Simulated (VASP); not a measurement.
# HfO2 (Pca2_1) in VASP: further runs

HfO2 is run at these levels: PBEsol+U, PBE; tasks: single point.

Program: VASP 6.6.1. These are calculated values, not measurements. Logs are shortened: lines on timing, memory, paths and dates and some standing lists are left out, and cuts for length are marked.

### 1 The cell of the first run

It takes space group Pca2_1 (No. 29, orthorhombic). Conventional cell: a = 5.301 Å, b = 5.127 Å, c = 5.148 Å, α = 90.00°, β = 90.00°, γ = 90.00°. Hf (site symmetry 1) has 7 O at 2.09 to 2.29 Å within 2.8 Å. O (site symmetry 1) has 3 Hf at 2.09 to 2.16 Å and 3 O at 2.55 to 2.74 Å within 2.8 Å. Within 2.9 Å of O (site symmetry 1) lie 4 Hf at 2.16 to 2.29 Å and 6 O at 2.55 to 2.85 Å.

### 2 Single point, PBEsol+U

Input file INCAR:

```
PREC = Accurate
ENCUT = 520
EDIFF = 1E-6
ISMEAR = -1
SIGMA = 0.05
LREAL = F
LASPH = T
NELM = 150
ALGO = Normal
ISIF = 2
LWAVE = F
LCHARG = T
LMAXMIX = 4
LDAU = T
LDAUTYPE = 2
LDAUL = 2 -1
LDAUU = 8 0
LDAUJ = 0 0
LDAUPRINT = 1
GGA = PS
LELF = T
LVHAR = T
NBANDS = 56
```

Input file KPOINTS:

```
Automatic mesh
0
Gamma
  4 5 4
```

Input file POSCAR:

```
HfO2
1.0
    5.3006811179      0.0000000000      0.0000000000
    0.0000000000      5.1272137153      0.0000000000
    0.0000000000      0.0000000000      5.1480887330
Hf O
4 8
Direct
    0.9682075381      0.7345476041      0.7351430064
    0.5317924619      0.7345476041      0.2351430064
    0.4682075381      0.2654523959      0.7351430064
    0.0317924619      0.2654523959      0.2351430064
    0.6406013463      0.9331952945      0.8870591513
    0.8593986537      0.9331952945      0.3870591513
    0.2362584468      0.5352929035      0.4907978423
    0.2637415532      0.5352929035      0.9907978423
    0.7637415532      0.4647070965      0.9907978423
    0.7362584468      0.4647070965      0.4907978423
    0.1406013463      0.0668047055      0.8870591513
    0.3593986537      0.0668047055      0.3870591513
```

Potentials or basis: VASP PAW PBE potentials, release 64 (Hf_pv, O).

Command:

```sh
> cat potpaw_PBE.64/Hf_pv/POTCAR potpaw_PBE.64/O/POTCAR > POTCAR
> mpirun -np 1 vasp_std > vasp.out
```

OUTCAR:

```text
PREC = Accurate
   ENCUT = 520
   EDIFF = 1E-6
   ISMEAR = -1
   LREAL = F
   LASPH = T
   NELM = 150
   ISIF = 2
   GGA = PS

 ion  position               nearest neighbor table
   1  0.968  0.735  0.735-  11 2.09   6 2.14   7 2.16   5 2.16   9 2.20  10 2.24   8 2.29   2 3.46
                             2 3.46   4 3.54   4 3.54   3 3.58   3 3.58   4 3.76   4 3.76   3 3.80
   2  0.532  0.735  0.235-  12 2.09   5 2.14   8 2.16   6 2.16  10 2.20   9 2.24   7 2.29   1 3.46
                             1 3.46   3 3.54   3 3.54   4 3.58   4 3.58   3 3.76   3 3.76   4 3.80
   3  0.468  0.265  0.735-   5 2.09  12 2.14  10 2.16  11 2.16   8 2.20   7 2.24   9 2.29   4 3.46
                             4 3.46   2 3.54   2 3.54   1 3.58   1 3.58   2 3.76   2 3.76   1 3.80
   4  0.032  0.265  0.235-   6 2.09  11 2.14   9 2.16  12 2.16   7 2.20   8 2.24  10 2.29   3 3.46
                             3 3.46   1 3.54   1 3.54   2 3.58   2 3.58   1 3.76   1 3.76   2 3.80
   5  0.641  0.933  0.887-   3 2.09   2 2.14   1 2.16
   6  0.859  0.933  0.387-   4 2.09   1 2.14   2 2.16
   7  0.236  0.535  0.491-   1 2.16   4 2.20   3 2.24   2 2.29
   8  0.264  0.535  0.991-   2 2.16   3 2.20   4 2.24   1 2.29
   9  0.764  0.465  0.991-   4 2.16   1 2.20   2 2.24   3 2.29
  10  0.736  0.465  0.491-   3 2.16   2 2.20   1 2.24   4 2.29
  11  0.141  0.067  0.887-   1 2.09   4 2.14   3 2.16
  12  0.359  0.067  0.387-   2 2.09   3 2.14   4 2.16

  LATTYP: Found a simple orthorhombic cell.
 ALAT       =     5.1272137153
 B/A-ratio  =     1.0040714156
 C/A-ratio  =     1.0338326842

  Lattice vectors:

 A1 = (   0.0000000000,   5.1272137153,   0.0000000000)
 A2 = (   0.0000000000,   0.0000000000,   5.1480887330)
 A3 = (   5.3006811179,   0.0000000000,   0.0000000000)

Analysis of symmetry for initial positions (statically):
=====================================================================
 Subroutine PRICEL returns:
 Original cell was already a primitive cell.

 Routine SETGRP: Setting up the symmetry group for a
 simple orthorhombic supercell.

[... 305 lines left out ...]
  o =  0.0609  v =  0.0890  0.3683 -0.8621 -0.0905  0.3241  0.0000  0.0000  0.0000  0.0000  0.0000      0.0000  0.0000  0.0000  0.0000  0.0000  0.0000  0.0000  0.0000  0.0000  0.0000
  o =  0.0609  v =  0.0000  0.0000  0.0000  0.0000  0.0000  0.0890  0.3683 -0.8621 -0.0905  0.3241      0.0000  0.0000  0.0000  0.0000  0.0000  0.0000  0.0000  0.0000  0.0000  0.0000
  o =  0.1052  v =  0.4888  0.2990  0.0106  0.7878 -0.2259  0.0000  0.0000  0.0000  0.0000  0.0000      0.0000  0.0000  0.0000  0.0000  0.0000  0.0000  0.0000  0.0000  0.0000  0.0000
  o =  0.1052  v =  0.0000  0.0000  0.0000  0.0000  0.0000  0.4888  0.2990  0.0106  0.7878 -0.2259      0.0000  0.0000  0.0000  0.0000  0.0000  0.0000  0.0000  0.0000  0.0000  0.0000
  o =  0.1628  v =  0.0000  0.0000  0.0000  0.0000  0.0000  0.0537 -0.8668 -0.3765  0.3173  0.0576      0.0000  0.0000  0.0000  0.0000  0.0000  0.0000  0.0000  0.0000  0.0000  0.0000
  o =  0.1628  v =  0.0537 -0.8668 -0.3765  0.3173  0.0576  0.0000  0.0000  0.0000  0.0000  0.0000      0.0000  0.0000  0.0000  0.0000  0.0000  0.0000  0.0000  0.0000  0.0000  0.0000
  o =  0.1791  v =  0.0000  0.0000  0.0000  0.0000  0.0000 -0.7695  0.1417  0.0537  0.5199  0.3385      0.0000  0.0000  0.0000  0.0000  0.0000  0.0000  0.0000  0.0000  0.0000  0.0000
  o =  0.1791  v = -0.7695  0.1417  0.0537  0.5199  0.3385  0.0000  0.0000  0.0000  0.0000  0.0000      0.0000  0.0000  0.0000  0.0000  0.0000  0.0000  0.0000  0.0000  0.0000  0.0000

 number of electron      88.0000007 magnetization

 Free energy of the ion-electron system (eV)
  ---------------------------------------------------
  ext. energy  EPLUGINS =         0.00000000
  ---------------------------------------------------
  free energy    TOTEN  =      -109.30280512 eV

  energy without entropy =     -109.30280512  energy(sigma->0) =     -109.30280512

 E-fermi :   4.7296     XC(G=0): -11.7224

 val. band max:        3.6018944371   @ k =   0.0000   0.0000   0.0000
 cond. band min:       8.6354510073   @ k =   0.0000   0.0000   0.0000
 fundamental gap:      5.0335565702
 Fermi energy:         4.7296261869

 k-point     1 :       0.0000    0.0000    0.0000
  band No.  band energies     occupation
      1     -27.4698      2.00000
      2     -27.4458      2.00000
      3     -27.4370      2.00000
      4     -27.2779      2.00000
      5     -27.2392      2.00000
      6     -27.2188      2.00000
[... 1405 lines left out ...]
     55      11.6701      0.00000
     56      11.6701      0.00000

 [... further k-points ...]

------------------------ aborting loop because EDIFF is reached ----------------------------------------

  FORCE on cell =-STRESS in cart. coord.  units (eV):
  Direction    XX          YY          ZZ          XY          YZ          ZX
  --------------------------------------------------------------------------------------
  -------------------------------------------------------------------------------------
  Total        5.2931203      6.4632405      5.8130311      0.0000000      0.0000000      0.0000000
  in kB       60.6126438     74.0119378     66.5662521      0.0000000      0.0000000      0.0000000
  external PRESSURE =      67.0636113 kB  Pullay stress =       0.0000000 kB

 VOLUME and BASIS-vectors are now :
 -----------------------------------------------------------------------------
  energy-cutoff  :      520.00
  volume of cell :      139.91
      direct lattice vectors                 reciprocal lattice vectors
     5.300681118  0.000000000  0.000000000     0.188655001  0.000000000  0.000000000
     0.000000000  5.127213715  0.000000000     0.000000000  0.195037706  0.000000000
     0.000000000  0.000000000  5.148088733     0.000000000  0.000000000  0.194246846

 POSITION                                       TOTAL-FORCE (eV/Angst)
 -----------------------------------------------------------------------------------
      5.13216      3.76618      3.78458         0.085861     -0.214131     -0.044649
      2.81886      3.76618      1.21054        -0.085861     -0.214131     -0.044649
      2.48182      1.36103      3.78458         0.085861      0.214131     -0.044649
      0.16852      1.36103      1.21054        -0.085861      0.214131     -0.044649
      3.39562      4.78469      4.56666         0.098203      0.016469     -0.050188
      4.55540      4.78469      1.99261        -0.098203      0.016469     -0.050188
      1.25233      2.74456      2.52667         0.183676      0.221202      0.094837
      1.39801      2.74456      5.10072        -0.183676      0.221202      0.094837
      4.04835      2.38265      5.10072        -0.183676     -0.221202      0.094837
      3.90267      2.38265      2.52667         0.183676     -0.221202      0.094837
      0.74528      0.34252      4.56666         0.098203     -0.016469     -0.050188
      1.90506      0.34252      1.99261        -0.098203     -0.016469     -0.050188
 -----------------------------------------------------------------------------------
    total drift:                               -0.000000      0.000000      0.000631

  FREE ENERGIE OF THE ION-ELECTRON SYSTEM (eV)
  ---------------------------------------------------
  free  energy   TOTEN  =      -109.3028051219 eV

  energy  without entropy=     -109.3028051219  energy(sigma->0) =     -109.30280512
```

It used 540 s of CPU time on 1 thread of AMD EPYC 7R13 Processor (Zen 3) (shared host).

What came out:

```yaml
Free_energy: -109.3028 eV
Pressure: 6.7 GPa
Largest_force: 0.303 eV/Å
Band_gap_on_the_k_mesh: 5.03 eV, direct
```

Forces on the atoms (eV/Å):
```
Hf   0.086 -0.214 -0.045
Hf  -0.086 -0.214 -0.045
Hf   0.086  0.214 -0.045
Hf  -0.086  0.214 -0.045
O    0.098  0.016 -0.050
O   -0.098  0.016 -0.050
O    0.184  0.221  0.095
O   -0.184  0.221  0.095
O   -0.184 -0.221  0.095
O    0.184 -0.221  0.095
O    0.098 -0.016 -0.050
O   -0.098 -0.016 -0.050
```

Eigenvalues of the final occupation matrices:
```csv
site,spin,trace,eigenvalues
site 1 d,1,0.56,0.06 0.06 0.11 0.16 0.18
site 1 d,2,0.56,0.06 0.06 0.11 0.16 0.18
site 2 d,1,0.56,0.06 0.06 0.11 0.16 0.18
site 2 d,2,0.56,0.06 0.06 0.11 0.16 0.18
site 3 d,1,0.56,0.06 0.06 0.11 0.16 0.18
site 3 d,2,0.56,0.06 0.06 0.11 0.16 0.18
site 4 d,1,0.56,0.06 0.06 0.11 0.16 0.18
site 4 d,2,0.56,0.06 0.06 0.11 0.16 0.18
```

Caveat: the PAW data sets were made with another functional, which shifts forces and pressure a little; spin-orbit coupling is left out, which moves the levels of the heavy elements. A k mesh can miss the band edges.

### 3 Single point, PBE

This run uses another cell than the first one, of 10.96 Å³/atom, 0.940 times its volume.

Input file INCAR:

```
PREC = Accurate ; ENCUT = 600
EDIFF = 1E-6 ; ISMEAR = 0
SIGMA = 0.01 ; LREAL = False
LASPH = True ; NELM = 120
ALGO = Normal ; ISIF = 2
LWAVE = False ; LCHARG = False
GGA = PE ; NBANDS = 56
GGA_COMPAT = False
```

Input file KPOINTS:

```
Automatic mesh
0
Gamma
  2 2 2
```

Input file POSCAR:

```
HfO2
1.0
    5.2194633600      0.0000000000      0.0000000000
    0.0000000000      5.0047636900      0.0000000000
    0.0000000000      0.0000000000      5.0326850500
Hf O
4 8
Direct
    0.9669940000      0.7325208200      0.7414403500
    0.5330060000      0.7325208200      0.2414403500
    0.4669940000      0.2674791800      0.7414403500
    0.0330060000      0.2674791800      0.2414403500
    0.6321274500      0.9286454000      0.8792672600
    0.8678725500      0.9286454000      0.3792672600
    0.2339485200      0.5398830500      0.4922923900
    0.2660514800      0.5398830500      0.9922923900
    0.7660514800      0.4601169500      0.9922923900
    0.7339485200      0.4601169500      0.4922923900
    0.1321274500      0.0713546000      0.8792672600
    0.3678725500      0.0713546000      0.3792672600
```

Potentials or basis: VASP PAW PBE potentials, release 64 (Hf_pv, O).

Command:

```sh
> cat potpaw_PBE.64/Hf_pv/POTCAR potpaw_PBE.64/O/POTCAR > POTCAR
> mpirun -np 1 vasp_std > vasp.out
```

OUTCAR:

```text
PREC = Accurate
   ENCUT = 600
   EDIFF = 1E-6
   ISMEAR = 0
   LREAL = False
   LASPH = True
   NELM = 120
   ISIF = 2
   GGA = PE

 ion  position               nearest neighbor table
   1  0.967  0.733  0.741-  11 2.02   7 2.11   5 2.12   9 2.13   6 2.13  10 2.22   8 2.23   2 3.39
                             2 3.39   4 3.44   4 3.44   3 3.50   3 3.50   4 3.69   4 3.69   3 3.74
   2  0.533  0.733  0.241-  12 2.02   8 2.11   6 2.12  10 2.13   5 2.13   9 2.22   7 2.23   1 3.39
                             1 3.39   3 3.44   3 3.44   4 3.50   4 3.50   3 3.69   3 3.69   4 3.74
[... 694 lines left out ...]
 -----------------------------------------------------------------------------
  energy-cutoff  :      600.00
  volume of cell :      131.46
      direct lattice vectors                 reciprocal lattice vectors
     5.219463360  0.000000000  0.000000000     0.191590578  0.000000000  0.000000000
     0.000000000  5.004763690  0.000000000     0.000000000  0.199809634  0.000000000
     0.000000000  0.000000000  5.032685050     0.000000000  0.000000000  0.198701089

 POSITION                                       TOTAL-FORCE (eV/Angst)
 -----------------------------------------------------------------------------------
      5.04719      3.66609      3.73144         0.008498     -0.021559      0.037082
      2.78201      3.66609      1.21509        -0.008498     -0.021559      0.037082
      2.43746      1.33867      3.73144         0.008498      0.021559      0.037082
      0.17227      1.33867      1.21509        -0.008498      0.021559      0.037082
      3.29937      4.64765      4.42508        -0.017282     -0.029457      0.007413
      4.52983      4.64765      1.90873         0.017282     -0.029457      0.007413
      1.22109      2.70199      2.47755         0.001129      0.043885     -0.044495
      1.38865      2.70199      4.99390        -0.001129      0.043885     -0.044495
      3.99838      2.30278      4.99390        -0.001129     -0.043885     -0.044495
      3.83082      2.30278      2.47755         0.001129     -0.043885     -0.044495
      0.68963      0.35711      4.42508        -0.017282      0.029457      0.007413
      1.92010      0.35711      1.90873         0.017282      0.029457      0.007413
 -----------------------------------------------------------------------------------
    total drift:                                0.000000     -0.000000     -0.001016

  FREE ENERGIE OF THE ION-ELECTRON SYSTEM (eV)
  ---------------------------------------------------
  free  energy   TOTEN  =      -121.6261099147 eV

  energy  without entropy=     -121.6261099147  energy(sigma->0) =     -121.62610991
```

OSZICAR:

```text
N       E                     dE             d eps       ncg     rms          rms(c)
DAV:   1     0.600773723413E+03    0.60077E+03   -0.55004E+04   896   0.177E+03
DAV:   2    -0.106927859537E+03   -0.70770E+03   -0.68686E+03  1144   0.430E+02
DAV:   3    -0.142961274223E+03   -0.36033E+02   -0.35877E+02  1032   0.870E+01
DAV:   4    -0.143428178458E+03   -0.46690E+00   -0.46607E+00  1144   0.107E+01
DAV:   5    -0.143434563614E+03   -0.63852E-02   -0.63827E-02  1072   0.116E+00    0.108E+02
DAV:   6    -0.121860537420E+03    0.21574E+02   -0.10868E+02  1040   0.420E+01    0.903E+01
DAV:   7    -0.121667652844E+03    0.19288E+00   -0.55080E+00  1104   0.111E+01    0.532E+01
DAV:   8    -0.121667433674E+03    0.21917E-03   -0.50149E-01  1032   0.400E+00    0.117E+01
DAV:   9    -0.121627568652E+03    0.39865E-01   -0.18736E-01  1016   0.210E+00    0.426E+00
DAV:  10    -0.121625835069E+03    0.17336E-02   -0.13345E-02  1088   0.580E-01    0.524E-01
DAV:  11    -0.121626057882E+03   -0.22281E-03   -0.14334E-03  1088   0.200E-01    0.867E-02
DAV:  12    -0.121626099115E+03   -0.41233E-04   -0.13274E-04  1056   0.612E-02    0.139E-01
DAV:  13    -0.121626109883E+03   -0.10768E-04   -0.67054E-05  1088   0.367E-02    0.466E-02
DAV:  14    -0.121626109915E+03   -0.32061E-07   -0.76686E-06  1072   0.157E-02
   1 F= -.12162611E+03 E0= -.12162611E+03  d E =-.104210E-28
```

stdout:

```text
POSCAR found type information on POSCAR HfO
 POSCAR found :  2 types and      12 ions
 scaLAPACK will be used
 LDA part: xc-table for (Slater+PW92), standard interpolation
 POSCAR, INCAR and KPOINTS ok, starting setup
 FFT: planning ... GRIDC
 FFT: planning ... GRID_SOFT
 FFT: planning ... GRID
 WAVECAR not read
 entering main loop
```

It took 81 s on 1 thread of Intel Xeon Platinum 8375C at 2.90GHz (Ice Lake), shared host; peak memory 0.27 GiB.

What came out:

```yaml
Free_energy: -121.6261 eV
Pressure: 6.2 GPa
Largest_force: 0.063 eV/Å
Band_gap_on_the_k_mesh: 4.52 eV, indirect (least direct gap 4.64 eV)
```

Forces on the atoms (eV/Å):
```
Hf   0.008 -0.022  0.037
Hf  -0.008 -0.022  0.037
Hf   0.008  0.022  0.037
Hf  -0.008  0.022  0.037
O   -0.017 -0.029  0.007
O    0.017 -0.029  0.007
O    0.001  0.044 -0.044
O   -0.001  0.044 -0.044
O   -0.001 -0.044 -0.044
O    0.001 -0.044 -0.044
O   -0.017  0.029  0.007
O    0.017  0.029  0.007
```

Stress tensor (GPa, compression positive):
```
6.10 0.00 0.00
0.00 6.31 0.00
0.00 0.00 6.08
```

Caveat: the k points lie up to 0.63 Å⁻¹ apart; spin-orbit coupling is left out, which moves the levels of the heavy elements. A k mesh can miss the band edges.
